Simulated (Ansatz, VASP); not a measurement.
This is a calculation of CoO for Ansatz 0.2.0.

Contents of input.yaml:

```yaml
crystal:
  lattice:
    - [0.0, 2.1315, 2.1315]
    - [2.1315, 0.0, 2.1315]
    - [2.1315, 2.1315, 0.0]
  atoms:
    - { symbol: Co, position: [0.0, 0.0, 0.0], spin: 2.0 }
    - { symbol: O, position: [0.5, 0.5, 0.5] }
hamiltonian:
  xc: rpbe
  pseudopotentials: { kind: paw }
magnetization:
  spin_polarized: true
kpoints:
  mp_grid: { grid: [11, 11, 11] }
scf:
  occupations: { method: fermi_dirac, width: 0.05 }
output:
  forces: true
  stress: true
relax:
  f_tol: 0.01
  max_steps: 40
  cell: { stress_tol: 0.05 }
```

Potentials or basis: Ansatz PAW.

Run with:

```console
$ ansatz run input.yaml --threads 2 --pin off --max-ram 5632MiB --backend cpu --events-out ev --progress --plain --runs-dir out
```

Task: Translate it to VASP 6.6.1. Potentials there: VASP PAW PBE potentials, release 64 (Co, O).

Result: As run (the cutoff follows the program's own potentials):

Contents of INCAR:

```
ALGO = Normal
EDIFF = 1E-7
EDIFFG = -0.01
ENCUT = 600
GGA = RP
IBRION = 2
ISIF = 3
ISMEAR = -1
ISPIN = 2
LASPH = True
LCHARG = False
LMAXMIX = 4
LORBIT = 11
LREAL = False
LWAVE = False
MAGMOM = 2 0
NELM = 150
NSW = 60
PREC = Accurate
SIGMA = 0.05
```

KPOINTS

```
k-points
0
Gamma
  11 11 11
```

Contents of POSCAR:

```
CoO
1.0
    0.0000000000      2.1315000000      2.1315000000
    2.1315000000      0.0000000000      2.1315000000
    2.1315000000      2.1315000000      0.0000000000
Co O
1 1
Direct
    0.0000000000      0.0000000000      0.0000000000
    0.5000000000      0.5000000000      0.5000000000
```

Potentials or basis: VASP PAW PBE potentials, release 64 (Co, O).

Run with:

```console
$ cat potpaw_PBE.64/Co/POTCAR potpaw_PBE.64/O/POTCAR > POTCAR
$ mpirun -np 1 vasp_std > vasp.out
```

Both were run:

|  | VASP | Ansatz | Ansatz less VASP |
| --- | --- | --- | --- |
| net moment per atom (μB) | 1.48 | 1.49 | +0.009 |
| size of the moment on the site where the two differ most (μB) | 2.61 | 2.54 | -0.062 |
| relaxed volume (Å³/atom) | 9.89 | 9.93 | +0.035 |
| relaxed cell length with the largest relative difference (Å) | 3.036 | 3.039 | +0.0036 |

VASP's potentials were made for PBE, not for RPBE. Site moments also hang on the region over which each program counts them. VASP's potentials hold 15 valence electrons a cell and Ansatz's 23, so a difference there can come from the potentials and not from the codes.

Noted on Ansatz's run: the plane-wave basis is chosen anew once the cell has moved, so the energies of steps on either side of that aren't comparable.
